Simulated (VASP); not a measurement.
# K (Fd-3m) in VASP: a series of runs

K is run at these levels: RPBE; tasks: single point.

Everything below comes from runs of VASP 6.6.1. Logs are shortened: lines on timing, memory, paths and dates and some standing lists are left out, and cuts for length are marked.

## 1. The cell of the first run

Symmetry: Fd-3m, No. 227, cubic system. The conventional cell has a = 9.833 Å, b = 9.833 Å, c = 9.833 Å, α = 90.00°, β = 90.00°, γ = 90.00°. Within 5.6 Å of K (site symmetry -43m) lie 4 K at 4.26 Å.

## 2. Single point, RPBE (volume scaled by 0.96)

INCAR reads:

```
SYSTEM = K
ALGO     = Normal         ! electronic algorithm
EDIFF    = 1E-6           ! SCF threshold, eV
ENCUT    = 520            ! plane-wave cutoff, eV
GGA      = RP             ! functional
ISIF     = 2              ! what is computed and relaxed
ISMEAR   = -1             ! smearing method
LASPH    = .TRUE.         ! aspherical terms in the spheres
LCHARG   = .FALSE.        ! write CHGCAR
LREAL    = .FALSE.        ! projectors in reciprocal space
LWAVE    = .FALSE.        ! write WAVECAR
NBANDS   = 16             ! bands
NELM     = 100            ! most SCF steps
PREC     = Accurate       ! precision mode
SIGMA    = 0.1            ! smearing width, eV
```

KPOINTS reads:

```
k-points
0
G
  6 6 6
  0 0 0
```

POSCAR reads:

```
K
1.0
    0.0000000000      4.9166168030      4.9166168030
    4.9166168030      0.0000000000      4.9166168030
    4.9166168030      4.9166168030      0.0000000000
K
2
Direct
    0.1250000000      0.1250000000      0.1250000000
    0.8750000000      0.8750000000      0.8750000000
```

Potentials or basis: VASP PAW PBE potentials, release 64 (K_sv).

Launch:

```bash
$ cat potpaw_PBE.64/K_sv/POTCAR > POTCAR
$ mpirun -np 1 vasp_std > vasp.out
```

OUTCAR:

```text
SYSTEM = K
   EDIFF = 1E-6
   ENCUT = 520
   GGA = RP
   ISIF = 2
   ISMEAR = -1
   LASPH = .TRUE.
   LREAL = .FALSE.
   NELM = 100
   PREC = Accurate

 ion  position               nearest neighbor table
   1  0.125  0.125  0.125-
   2  0.875  0.875  0.875-

  LATTYP: Found a face centered cubic cell.
 ALAT       =     9.8332336060

  Lattice vectors:

 A1 = (   0.0000000000,   4.9166168030,   4.9166168030)
 A2 = (   4.9166168030,   0.0000000000,   4.9166168030)
 A3 = (   4.9166168030,   4.9166168030,   0.0000000000)

Analysis of symmetry for initial positions (statically):
=====================================================================
 Subroutine PRICEL returns:
 Original cell was already a primitive cell.

 Routine SETGRP: Setting up the symmetry group for a
 face centered cubic supercell.

 Subroutine GETGRP returns: Found 48 space group operations
 (whereof 12 operations were pure point group operations)
 out of a pool of 48 trial point group operations.

The static configuration has the point symmetry D_3d.
 The point group associated with its full space group is O_h .

Analysis of symmetry for dynamics (positions and initial velocities):
=====================================================================
 Subroutine PRICEL returns:
 Original cell was already a primitive cell.

 Routine SETGRP: Setting up the symmetry group for a
 face centered cubic supercell.

 Subroutine GETGRP returns: Found 48 space group operations
 (whereof 12 operations were pure point group operations)
 out of a pool of 48 trial point group operations.

The dynamic configuration has the point symmetry D_3d.
 The point group associated with its full space group is O_h .

 Subroutine INISYM returns: Found 48 space group operations
 (whereof 12 operations are pure point group operations),
 and found     1 'primitive' translations

----------------------------------------------------------------------------------------

                                     Primitive cell

  volume of cell :     237.6999

  direct lattice vectors                    reciprocal lattice vectors
     0.000000000  4.916616803  4.916616803    -0.101695947  0.101695947  0.101695947
     4.916616803  0.000000000  4.916616803     0.101695947 -0.101695947  0.101695947
     4.916616803  4.916616803  0.000000000     0.101695947  0.101695947 -0.101695947

  length of vectors
     6.953146164  6.953146164  6.953146164     0.176142546  0.176142546  0.176142546

  position of ions in fractional coordinates (direct lattice)
     0.125000000  0.125000000  0.125000000
     0.875000000  0.875000000  0.875000000

  ion indices of the primitive-cell ions
   primitive index   ion index
                 1           1
                 2           2

----------------------------------------------------------------------------------------

 KPOINTS: k-points

Automatic generation of k-mesh.
 Grid dimensions read from file:
 generate k-points for:    6    6    6

 Generating k-lattice:

  Cartesian coordinates                     Fractional coordinates (reciprocal lattice)
    -0.016949324  0.016949324  0.016949324     0.166666667  0.000000000  0.000000000
     0.016949324 -0.016949324  0.016949324     0.000000000  0.166666667  0.000000000
     0.016949324  0.016949324 -0.016949324     0.000000000  0.000000000  0.166666667

  Length of vectors
     0.029357091  0.029357091  0.029357091

  Shift w.r.t. Gamma in fractional coordinates (k-lattice)
     0.000000000  0.000000000  0.000000000

 Subroutine IBZKPT returns following result:
 ===========================================

 Found     16 irreducible k-points:

 Following reciprocal coordinates:
            Coordinates               Weight
  0.000000  0.000000  0.000000      1.000000
  0.166667  0.000000  0.000000      8.000000
  0.333333  0.000000  0.000000      8.000000
  0.500000  0.000000  0.000000      4.000000
  0.166667  0.166667  0.000000      6.000000
  0.333333  0.166667  0.000000     24.000000
[... 8 lines left out ...]
 -0.333333  0.333333  0.166667     24.000000
 -0.333333  0.500000  0.166667     12.000000
   k-points           NKPTS =     16   k-points in BZ     NKDIM =     16   number of bands    NBANDS=     16
   number of dos      NEDOS =    301   number of ions     NIONS =      2
   total plane-waves  NPLWV = 157464
   dimension x,y,z NGX =    54 NGY =   54 NGZ =   54
   dimension x,y,z NGXF=   108 NGYF=  108 NGZF=  108
   ions per type =               2
   NGX,Y,Z   is equivalent  to a cutoff of  12.91, 12.91, 12.91 a.u.
   NGXF,Y,Z  is equivalent  to a cutoff of  25.82, 25.82, 25.82 a.u.
 SYSTEM =  K
   PREC   = accura    normal or accurate (medium, high low for compatibility)
   ISTART =      0    job   : 0-new  1-cont  2-samecut
   ICHARG =      2    charge: 1-file 2-atom 10-const
   ISPIN  =      1    spin polarized calculation?
   LNONCOLLINEAR =      F non collinear calculations
   LSORBIT =      F    spin-orbit coupling
   LASPH  =      T    aspherical Exc in radial PAW
   ENCUT  =  520.0 eV  38.22 Ry    6.18 a.u.  12.93 12.93 12.93*2*pi/ulx,y,z
   NELM   =    100;   NELMIN=  2; NELMDL= -5     # of ELM steps
   EDIFF  = 0.1E-05   stopping-criterion for ELM
   LREAL  =      F    real-space projection
   EDIFFG = 0.1E-04   stopping-criterion for IOM
   NSW    =      0    number of steps for IOM
   IBRION =     -1    ionic relax: 0-MD 1-quasi-New 2-CG
   NFREE  =      0    steps in history (QN), initial steepest desc. (CG)
   ISIF   =      2    stress and relaxation
   ISYM   =      2    0-nonsym 1-usesym 2-fastsym
   POTIM  = 0.5000    time-step for ionic-motion
   TEBEG  =    0.0;   TEEND  =   0.0 temperature during run
   PSTRESS=    0.0 pullay stress
   NELECT =      18.0000    total number of electrons
   NUPDOWN=      -1.0000    fix difference up-down
   EMIN   =  10.00;   EMAX   =-10.00  energy-range for DOS
   EFERMI =   0.00;   METHOD = LEGACY
   ISMEAR =    -1;   SIGMA  =   0.10  broadening in eV -4-tet -1-fermi 0-gaus
   EFERMI_NEDOS =   21; number of points for ismear=-14 and -15
   IALGO  =     38    algorithm
   IMIX   =      4    mixing-type and parameters
     AMIX     =   0.40;   BMIX     =  1.00
     AMIX_MAG =   1.60;   BMIX_MAG =  1.00
  volume/ion in A,a.u.               =     118.85       802.04
  Fermi-wavevector in a.u.,A,eV,Ry     =   0.692611  1.308845  6.526848  0.479710
  Thomas-Fermi vector in A             =   1.774592
   LORBIT       =      0    0 simple, 1 ext, 2 COOP (PROOUT), +10 PAW based schemes
   GGA     = RP    functional components
   LHFCALC =     F    Hartree Fock is set to
   AEXX    =    0.0000 exact exchange contribution
   IVDW    =     0    specifies the selected vdW correction
   LEPSILON=     F    determine dielectric tensor
   LRPA    =     F    only Hartree local field effects (RPA)
 non-spin polarized calculation
  energy-cutoff  :      520.00
  volume of cell :      237.70
 maximum number of plane-waves:      6434
 NGX is ok and might be reduce to    54
   NGX = 25   NGY = 25   NGZ = 25

 number of electron      18.0000001 magnetization

 Free energy of the ion-electron system (eV)
  ---------------------------------------------------
  ext. energy  EPLUGINS =         0.00000000
  ---------------------------------------------------
  free energy    TOTEN  =        -1.32874946 eV

  energy without entropy =       -1.27081174  energy(sigma->0) =       -1.29978060

 E-fermi :  -0.7946     XC(G=0):  -4.4338

 val. band max:       -0.8980478553   @ k =   0.5000   0.0000   0.0000
 cond. band min:      -0.7739915870   @ k =   0.5000   0.5000   0.0000
 fundamental gap:      0.1240562683
 Fermi energy:        -0.7946499018

 k-point     1 :       0.0000    0.0000    0.0000
  band No.  band energies     occupation
      1     -33.5539      2.00000
      2     -33.5447      2.00000
      3     -17.0069      2.00000
      4     -17.0068      2.00000
      5     -17.0068      2.00000
      6     -16.9608      2.00000
[... 8 lines left out ...]
     15       1.7961      0.00000
     16       1.9410      0.00000

 k-point     2 :       0.1667    0.0000    0.0000
  band No.  band energies     occupation
      1     -33.5534      2.00000
      2     -33.5451      2.00000
      3     -17.0081      2.00000
      4     -17.0080      2.00000
      5     -17.0063      2.00000
      6     -16.9615      2.00000
[... 8 lines left out ...]
     15       1.8344      0.00000
     16       2.0098      0.00000

 k-point     3 :       0.3333    0.0000    0.0000
  band No.  band energies     occupation
      1     -33.5523      2.00000
      2     -33.5462      2.00000
      3     -17.0103      2.00000
      4     -17.0103      2.00000
      5     -17.0053      2.00000
      6     -16.9630      2.00000
[... 8 lines left out ...]
     15       1.6471      0.00000
     16       2.3701      0.00000

 k-point     4 :       0.5000    0.0000    0.0000
  band No.  band energies     occupation
      1     -33.5516      2.00000
      2     -33.5470      2.00000
      3     -17.0114      2.00000
      4     -17.0114      2.00000
      5     -17.0048      2.00000
      6     -16.9637      2.00000
[... 8 lines left out ...]
     15       1.6181      0.00000
     16       2.5414      0.00000
[... 172 lines left out ...]
 k-point    14 :       0.5000    0.3333    0.1667
  band No.  band energies     occupation
      1     -33.5513      2.00000
      2     -33.5473      2.00000
      3     -17.0151      2.00000
      4     -17.0131      2.00000
      5     -16.9960      2.00000
      6     -16.9723      2.00000
[... 8 lines left out ...]
     15       1.9672      0.00000
     16       2.4784      0.00000

 k-point    15 :      -0.3333    0.3333    0.1667
  band No.  band energies     occupation
      1     -33.5504      2.00000
      2     -33.5481      2.00000
      3     -17.0162      2.00000
      4     -17.0142      2.00000
      5     -16.9924      2.00000
      6     -16.9758      2.00000
[... 8 lines left out ...]
     15       2.1392      0.00000
     16       2.4111      0.00000

 k-point    16 :      -0.3333    0.5000    0.1667
  band No.  band energies     occupation
      1     -33.5493      2.00000
      2     -33.5493      2.00000
      3     -17.0160      2.00000
      4     -17.0160      2.00000
      5     -16.9842      2.00000
      6     -16.9842      2.00000
[... 8 lines left out ...]
     15       2.3732      0.00000
     16       2.3732      0.00000

------------------------ aborting loop because EDIFF is reached ----------------------------------------

  FORCE on cell =-STRESS in cart. coord.  units (eV):
  Direction    XX          YY          ZZ          XY          YZ          ZX
  --------------------------------------------------------------------------------------
  -------------------------------------------------------------------------------------
  Total        0.0626888      0.0626888      0.0626888      0.0000000      0.0000000      0.0000000
  in kB        0.4225439      0.4225439      0.4225439      0.0000000      0.0000000      0.0000000
  external PRESSURE =       0.4225439 kB  Pullay stress =       0.0000000 kB

 VOLUME and BASIS-vectors are now :
 -----------------------------------------------------------------------------
  energy-cutoff  :      520.00
  volume of cell :      237.70
      direct lattice vectors                 reciprocal lattice vectors
     0.000000000  4.916616803  4.916616803    -0.101695947  0.101695947  0.101695947
     4.916616803  0.000000000  4.916616803     0.101695947 -0.101695947  0.101695947
     4.916616803  4.916616803  0.000000000     0.101695947  0.101695947 -0.101695947

 POSITION                                       TOTAL-FORCE (eV/Angst)
 -----------------------------------------------------------------------------------
      1.22915      1.22915      1.22915        -0.000000     -0.000000     -0.000000
      8.60408      8.60408      8.60408         0.000000      0.000000      0.000000
 -----------------------------------------------------------------------------------
    total drift:                               -0.000000      0.000000     -0.000000

  FREE ENERGIE OF THE ION-ELECTRON SYSTEM (eV)
  ---------------------------------------------------
  free  energy   TOTEN  =        -1.3287494572 eV

  energy  without entropy=       -1.2708117357  energy(sigma->0) =       -1.29978060
```

Run time: 46 s. Hardware: 1 thread of Intel Xeon Platinum 8559C (Emerald Rapids), shared host; peak memory 0.38 GiB.

Results:

| Property | Result |
| --- | --- |
| Free energy | -1.3287 eV |
| Pressure | 0.0 GPa |
| Band gap on the k mesh | zero (band 9 reaches -0.65 eV, above the bottom of band 10 at -0.90 eV) |

Caveat: the cell differs from its parent crystal (volume scaled by 0.96); the PAW data sets were made with another functional, which shifts forces and pressure a little.

## 3. Single point, RPBE

This run uses another cell than the first one, of 123.80 Å³/atom, 1.042 times its volume.

INCAR reads:

```
ALGO = Normal
EDIFF = 1E-7
ENCUT = 520
GGA = RP
ISIF = 2
ISMEAR = -1
LASPH = True
LCHARG = True
LELF = True
LREAL = False
LVHAR = True
LWAVE = False
NBANDS = 16
NELM = 60
PREC = Accurate
SIGMA = 0.1
```

KPOINTS reads:

```
k-points
0
Gamma
  6 6 6
```

POSCAR reads:

```
K
1.0
    0.0000000000      4.9839760885      4.9839760885
    4.9839760885      0.0000000000      4.9839760885
    4.9839760885      4.9839760885      0.0000000000
K
2
Direct
    0.1250000000      0.1250000000      0.1250000000
    0.8750000000      0.8750000000      0.8750000000
```

Potentials or basis: VASP PAW PBE potentials, release 64 (K_sv).

Launch:

```bash
$ cat potpaw_PBE.64/K_sv/POTCAR > POTCAR
$ mpirun -np 1 vasp_std > vasp.out
```

Run time: 52 s. Hardware: 1 thread of Intel Xeon Platinum 8559C (Emerald Rapids), shared host; peak memory 0.4 GiB.

The run converged. Its results:

```
Free energy            : -1.3306 eV
Pressure               : 0.0 GPa
Band gap on the k mesh : zero (band 9 reaches -0.72 eV, above the bottom of band 10 at -0.94 eV)
```

Levels at points of the mesh, in eV from the Fermi level:
| k point | band 6 | band 7 | band 8 | band 9 | band 10 | band 11 | band 12 | band 13 |
| --- | --- | --- | --- | --- | --- | --- | --- | --- |
| (0.00, 0.00, 0.00) | -16.17 | -16.17 | -16.17 | -1.54 | 2.27 | 2.27 | 2.27 | 2.55 |
| (0.50, 0.00, 0.00) | -16.17 | -16.16 | -16.16 | -0.56 | -0.08 | 2.12 | 2.12 | 2.27 |
| (0.50, 0.50, 0.00) | -16.19 | -16.16 | -16.16 | 0.02 | 0.02 | 1.40 | 1.40 | 1.54 |

Caveat: the PAW data sets were made with another functional, which shifts forces and pressure a little.
